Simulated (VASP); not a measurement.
# ZnSe (F-43m) in VASP: notebook

Runs on ZnSe. Level: PBE. Tasks: single point.

All numbers are computed with VASP 6.6.1; they aren't measurements. Logs are shortened: lines on timing, memory, paths and dates and some standing lists are left out, and cuts for length are marked.

### Step 1. The cell of the first run

The structure is cubic, space group F-43m (No. 216). The conventional cell has a = 5.615 Å, b = 5.615 Å, c = 5.615 Å, α = 90.00°, β = 90.00°, γ = 90.00°. Zn (site symmetry -43m) has 4 Se at 2.43 Å within 3.2 Å. Within 3.2 Å of Se (site symmetry -43m) lie 4 Zn at 2.43 Å.

### Step 2. Single point, PBE (volume changed by -6%)

INCAR reads:

```
SYSTEM = ZnSe
PREC = Accurate
ENCUT = 520
EDIFF = 1E-6
ISMEAR = 0
SIGMA = 0.01
LREAL = .FALSE.
LASPH = .TRUE.
NELM = 80
ALGO = Normal
ISIF = 2
LWAVE = .FALSE.
LCHARG = .FALSE.
GGA = PE
NBANDS = 16
```

KPOINTS reads:

```
regular mesh
0
G
  6 6 6
  0 0 0
```

POSCAR reads:

```
ZnSe
1.0
    0.0000000000      2.8076305106      2.8076305106
    2.8076305106      0.0000000000      2.8076305106
    2.8076305106      2.8076305106      0.0000000000
Zn Se
1 1
Direct
    0.0000000000      0.0000000000      0.0000000000
    0.2500000000      0.2500000000      0.2500000000
```

Potentials or basis: VASP PAW PBE potentials, release 64 (Zn, Se).

On the command line:

```sh
cat potpaw_PBE.64/Zn/POTCAR potpaw_PBE.64/Se/POTCAR > POTCAR
mpirun -np 1 vasp_std > vasp.out
```

OUTCAR:

```text
SYSTEM = ZnSe
   PREC = Accurate
   ENCUT = 520
   EDIFF = 1E-6
   ISMEAR = 0
   LREAL = .FALSE.
   LASPH = .TRUE.
   NELM = 80
   ISIF = 2
   GGA = PE

 ion  position               nearest neighbor table
   1  0.000  0.000  0.000-   2 2.43   2 2.43   2 2.43   2 2.43
   2  0.250  0.250  0.250-   1 2.43   1 2.43   1 2.43   1 2.43

  LATTYP: Found a face centered cubic cell.
 ALAT       =     5.6152610212

  Lattice vectors:

 A1 = (   0.0000000000,   2.8076305106,   2.8076305106)
 A2 = (   2.8076305106,   0.0000000000,   2.8076305106)
 A3 = (   2.8076305106,   2.8076305106,   0.0000000000)

Analysis of symmetry for initial positions (statically):
=====================================================================
 Subroutine PRICEL returns:
 Original cell was already a primitive cell.

 Routine SETGRP: Setting up the symmetry group for a
 face centered cubic supercell.

 Subroutine GETGRP returns: Found 24 space group operations
 (whereof 24 operations were pure point group operations)
 out of a pool of 48 trial point group operations.

The static configuration has the point symmetry T_d .

Analysis of symmetry for dynamics (positions and initial velocities):
=====================================================================
 Subroutine PRICEL returns:
 Original cell was already a primitive cell.

 Routine SETGRP: Setting up the symmetry group for a
 face centered cubic supercell.

 Subroutine GETGRP returns: Found 24 space group operations
 (whereof 24 operations were pure point group operations)
 out of a pool of 48 trial point group operations.

The dynamic configuration has the point symmetry T_d .

 Subroutine INISYM returns: Found 24 space group operations
 (whereof 24 operations are pure point group operations),
 and found     1 'primitive' translations

----------------------------------------------------------------------------------------

                                     Primitive cell

  volume of cell :      44.2639

  direct lattice vectors                    reciprocal lattice vectors
     0.000000000  2.807630511  2.807630511    -0.178086111  0.178086111  0.178086111
     2.807630511  0.000000000  2.807630511     0.178086111 -0.178086111  0.178086111
     2.807630511  2.807630511  0.000000000     0.178086111  0.178086111 -0.178086111

  length of vectors
     3.970589146  3.970589146  3.970589146     0.308454193  0.308454193  0.308454193

  position of ions in fractional coordinates (direct lattice)
     0.000000000  0.000000000  0.000000000
     0.250000000  0.250000000  0.250000000

  ion indices of the primitive-cell ions
   primitive index   ion index
                 1           1
                 2           2

----------------------------------------------------------------------------------------

 KPOINTS: regular mesh

Automatic generation of k-mesh.
 Grid dimensions read from file:
 generate k-points for:    6    6    6

 Generating k-lattice:

  Cartesian coordinates                     Fractional coordinates (reciprocal lattice)
    -0.029681019  0.029681019  0.029681019     0.166666667  0.000000000  0.000000000
     0.029681019 -0.029681019  0.029681019     0.000000000  0.166666667  0.000000000
     0.029681019  0.029681019 -0.029681019     0.000000000  0.000000000  0.166666667

  Length of vectors
     0.051409032  0.051409032  0.051409032

  Shift w.r.t. Gamma in fractional coordinates (k-lattice)
     0.000000000  0.000000000  0.000000000

 Subroutine IBZKPT returns following result:
 ===========================================

 Found     16 irreducible k-points:

 Following reciprocal coordinates:
            Coordinates               Weight
  0.000000  0.000000  0.000000      1.000000
  0.166667  0.000000  0.000000      8.000000
  0.333333  0.000000  0.000000      8.000000
  0.500000  0.000000  0.000000      4.000000
  0.166667  0.166667  0.000000      6.000000
  0.333333  0.166667  0.000000     24.000000
[... 8 lines left out ...]
 -0.333333  0.333333  0.166667     24.000000
 -0.333333  0.500000  0.166667     12.000000
   k-points           NKPTS =     16   k-points in BZ     NKDIM =     16   number of bands    NBANDS=     16
   number of dos      NEDOS =    301   number of ions     NIONS =      2
   total plane-waves  NPLWV =  27000
   dimension x,y,z NGX =    30 NGY =   30 NGZ =   30
   dimension x,y,z NGXF=    60 NGYF=   60 NGZF=   60
   ions per type =               1   1
   NGX,Y,Z   is equivalent  to a cutoff of  12.56, 12.56, 12.56 a.u.
   NGXF,Y,Z  is equivalent  to a cutoff of  25.12, 25.12, 25.12 a.u.
 SYSTEM =  ZnSe
   PREC   = accura    normal or accurate (medium, high low for compatibility)
   ISTART =      0    job   : 0-new  1-cont  2-samecut
   ICHARG =      2    charge: 1-file 2-atom 10-const
   ISPIN  =      1    spin polarized calculation?
   LNONCOLLINEAR =      F non collinear calculations
   LSORBIT =      F    spin-orbit coupling
   LASPH  =      T    aspherical Exc in radial PAW
   ENCUT  =  520.0 eV  38.22 Ry    6.18 a.u.   7.38  7.38  7.38*2*pi/ulx,y,z
   NELM   =     80;   NELMIN=  2; NELMDL= -5     # of ELM steps
   EDIFF  = 0.1E-05   stopping-criterion for ELM
   LREAL  =      F    real-space projection
   EDIFFG = 0.1E-04   stopping-criterion for IOM
   NSW    =      0    number of steps for IOM
   IBRION =     -1    ionic relax: 0-MD 1-quasi-New 2-CG
   NFREE  =      0    steps in history (QN), initial steepest desc. (CG)
   ISIF   =      2    stress and relaxation
   ISYM   =      2    0-nonsym 1-usesym 2-fastsym
   POTIM  = 0.5000    time-step for ionic-motion
   TEBEG  =    0.0;   TEEND  =   0.0 temperature during run
   PSTRESS=    0.0 pullay stress
   NELECT =      18.0000    total number of electrons
   NUPDOWN=      -1.0000    fix difference up-down
   EMIN   =  10.00;   EMAX   =-10.00  energy-range for DOS
   EFERMI =   0.00;   METHOD = LEGACY
   ISMEAR =     0;   SIGMA  =   0.01  broadening in eV -4-tet -1-fermi 0-gaus
   EFERMI_NEDOS =   21; number of points for ismear=-14 and -15
   IALGO  =     38    algorithm
   IMIX   =      4    mixing-type and parameters
     AMIX     =   0.40;   BMIX     =  1.00
     AMIX_MAG =   1.60;   BMIX_MAG =  1.00
  volume/ion in A,a.u.               =      22.13       149.35
  Fermi-wavevector in a.u.,A,eV,Ry     =   1.212874  2.292000 20.015034  1.471064
  Thomas-Fermi vector in A             =   2.348344
   LORBIT       =      0    0 simple, 1 ext, 2 COOP (PROOUT), +10 PAW based schemes
   GGA     = PE    functional components
   LHFCALC =     F    Hartree Fock is set to
   AEXX    =    0.0000 exact exchange contribution
   IVDW    =     0    specifies the selected vdW correction
   LEPSILON=     F    determine dielectric tensor
   LRPA    =     F    only Hartree local field effects (RPA)
 non-spin polarized calculation
 Gauss-broadening in eV      SIGMA  =   0.01
  energy-cutoff  :      520.00
  volume of cell :       44.26
 maximum number of plane-waves:      1243
 NGX is ok and might be reduce to    30
   NGX = 15   NGY = 15   NGZ = 15

 number of electron      17.9999991 magnetization

 Free energy of the ion-electron system (eV)
  ---------------------------------------------------
  ext. energy  EPLUGINS =         0.00000000
  ---------------------------------------------------
  free energy    TOTEN  =        -5.98888551 eV

  energy without entropy =       -5.98888551  energy(sigma->0) =       -5.98888551

 E-fermi :   1.9084     XC(G=0):  -9.4482

 val. band max:        1.8598135601   @ k =   0.0000   0.0000   0.0000
 cond. band min:       3.2620013552   @ k =   0.0000   0.0000   0.0000
 fundamental gap:      1.4021877951
 Fermi energy:         1.9083644327

 k-point     1 :       0.0000    0.0000    0.0000
  band No.  band energies     occupation
      1     -11.5819      2.00000
      2      -4.7952      2.00000
      3      -4.7952      2.00000
      4      -4.7952      2.00000
      5      -4.4000      2.00000
      6      -4.4000      2.00000
[... 8 lines left out ...]
     15      13.3756      0.00000
     16      13.3756      0.00000

 k-point     2 :       0.1667    0.0000    0.0000
  band No.  band energies     occupation
      1     -11.3978      2.00000
      2      -4.7817      2.00000
      3      -4.7669      2.00000
      4      -4.7669      2.00000
      5      -4.4019      2.00000
      6      -4.4019      2.00000
[... 8 lines left out ...]
     15      12.3482      0.00000
     16      12.9633      0.00000

 k-point     3 :       0.3333    0.0000    0.0000
  band No.  band energies     occupation
      1     -10.9824      2.00000
      2      -4.7194      2.00000
      3      -4.7194      2.00000
      4      -4.6283      2.00000
      5      -4.3930      2.00000
      6      -4.3930      2.00000
[... 8 lines left out ...]
     15      12.9664      0.00000
     16      12.9664      0.00000

 k-point     4 :       0.5000    0.0000    0.0000
  band No.  band energies     occupation
      1     -10.7436      2.00000
      2      -4.7022      2.00000
      3      -4.7022      2.00000
      4      -4.3801      2.00000
      5      -4.3801      2.00000
      6      -4.2312      2.00000
[... 8 lines left out ...]
     15      15.0788      0.00000
     16      15.0788      0.00000
[... 172 lines left out ...]
 k-point    14 :       0.5000    0.3333    0.1667
  band No.  band energies     occupation
      1     -10.6930      2.00000
      2      -4.7041      2.00000
      3      -4.6487      2.00000
      4      -4.5454      2.00000
      5      -4.3831      2.00000
      6      -4.3326      2.00000
[... 8 lines left out ...]
     15      14.8871      0.00000
     16      16.3351      0.00000

 k-point    15 :      -0.3333    0.3333    0.1667
  band No.  band energies     occupation
      1     -10.5296      2.00000
      2      -4.6799      2.00000
      3      -4.6171      2.00000
      4      -4.4394      2.00000
      5      -4.4081      2.00000
      6      -4.1410      2.00000
[... 8 lines left out ...]
     15      15.0644      0.00000
     16      16.0403      0.00000

 k-point    16 :      -0.3333    0.5000    0.1667
  band No.  band energies     occupation
      1     -10.4539      2.00000
      2      -4.7012      2.00000
      3      -4.5631      2.00000
      4      -4.4882      2.00000
      5      -4.3852      2.00000
      6      -4.1095      2.00000
[... 8 lines left out ...]
     15      15.7664      0.00000
     16      16.1921      0.00000

------------------------ aborting loop because EDIFF is reached ----------------------------------------

  FORCE on cell =-STRESS in cart. coord.  units (eV):
  Direction    XX          YY          ZZ          XY          YZ          ZX
  --------------------------------------------------------------------------------------
  -------------------------------------------------------------------------------------
  Total        1.1996789      1.1996789      1.1996789      0.0000000      0.0000000     -0.0000000
  in kB       43.4235932     43.4235932     43.4235932      0.0000000      0.0000000     -0.0000000
  external PRESSURE =      43.4235932 kB  Pullay stress =       0.0000000 kB

 VOLUME and BASIS-vectors are now :
 -----------------------------------------------------------------------------
  energy-cutoff  :      520.00
  volume of cell :       44.26
      direct lattice vectors                 reciprocal lattice vectors
     0.000000000  2.807630511  2.807630511    -0.178086111  0.178086111  0.178086111
     2.807630511  0.000000000  2.807630511     0.178086111 -0.178086111  0.178086111
     2.807630511  2.807630511  0.000000000     0.178086111  0.178086111 -0.178086111

 POSITION                                       TOTAL-FORCE (eV/Angst)
 -----------------------------------------------------------------------------------
      0.00000      0.00000      0.00000        -0.000000     -0.000000     -0.000000
      1.40382      1.40382      1.40382         0.000000      0.000000      0.000000
 -----------------------------------------------------------------------------------
    total drift:                                0.000000      0.000000      0.000000

  FREE ENERGIE OF THE ION-ELECTRON SYSTEM (eV)
  ---------------------------------------------------
  free  energy   TOTEN  =        -5.9888855100 eV

  energy  without entropy=       -5.9888855100  energy(sigma->0) =       -5.98888551
```

Run time: 7.3 s. Hardware: 1 thread of Intel Xeon 6975P-C (Granite Rapids), shared host; peak memory 0.16 GiB.

Results:

| Property | Result |
| --- | --- |
| Free energy | -5.9889 eV |
| Pressure | 4.3 GPa |
| Band gap on the k mesh | 1.40 eV, direct |

Levels at points of the mesh, in eV from the valence-band top:
```tsv
k point	band 7	band 8	band 9	band 10	band 11	band 12
(0.00, 0.00, 0.00)	0.00	0.00	0.00	1.40	5.79	5.79
(0.50, 0.00, 0.00)	-5.41	-0.91	-0.91	2.59	6.37	6.37
(0.50, 0.50, 0.00)	-4.88	-2.29	-2.29	2.91	3.45	10.95
```

### Step 3. Single point, PBE (volume changed by -3%)

INCAR reads:

```
SYSTEM = ZnSe
PREC     = Accurate       ! precision mode
ENCUT    = 520            ! plane-wave cutoff, eV
EDIFF    = 1E-6           ! SCF threshold, eV
ISMEAR   = 0              ! smearing method
SIGMA    = 0.01           ! smearing width, eV
LREAL    = .FALSE.        ! projectors in reciprocal space
LASPH    = .TRUE.         ! aspherical terms in the spheres
NELM     = 100            ! most SCF steps
ALGO     = Normal         ! electronic algorithm
ISIF     = 2              ! what is computed and relaxed
LWAVE    = .FALSE.        ! write WAVECAR
LCHARG   = .FALSE.        ! write CHGCAR
GGA      = PE             ! functional
NBANDS   = 16             ! bands
```

KPOINTS is that of step 2.

POSCAR reads:

```
ZnSe
1.0
    0.0000000000      2.8371866879      2.8371866879
    2.8371866879      0.0000000000      2.8371866879
    2.8371866879      2.8371866879      0.0000000000
Zn Se
1 1
Direct
    0.0000000000      0.0000000000      0.0000000000
    0.2500000000      0.2500000000      0.2500000000
```

Potentials or basis: VASP PAW PBE potentials, release 64 (Zn, Se).

On the command line:

```sh
cat potpaw_PBE.64/Zn/POTCAR potpaw_PBE.64/Se/POTCAR > POTCAR
mpirun -np 1 vasp_std > vasp.out
```

It took 7.7 s on 1 thread of Intel Xeon 6975P-C (Granite Rapids), shared host; peak memory 0.16 GiB.

It converged, with:

```yaml
Free_energy: -6.0172 eV
Pressure: 2.1 GPa
Band_gap_on_the_k_mesh: 1.27 eV, direct
```

Levels at points of the mesh, in eV from the valence-band top:
| k point | band 6 | band 7 | band 8 | band 9 | band 10 | band 11 | band 12 | band 13 |
| --- | --- | --- | --- | --- | --- | --- | --- | --- |
| (0.00, 0.00, 0.00) | -6.17 | 0.00 | 0.00 | 0.00 | 1.27 | 5.80 | 5.80 | 5.80 |
| (0.50, 0.00, 0.00) | -6.01 | -5.21 | -0.86 | -0.86 | 2.53 | 6.38 | 6.38 | 8.57 |
| (0.50, 0.50, 0.00) | -5.99 | -4.74 | -2.17 | -2.17 | 2.99 | 3.46 | 10.71 | 11.22 |

[end of part 1 of 2]
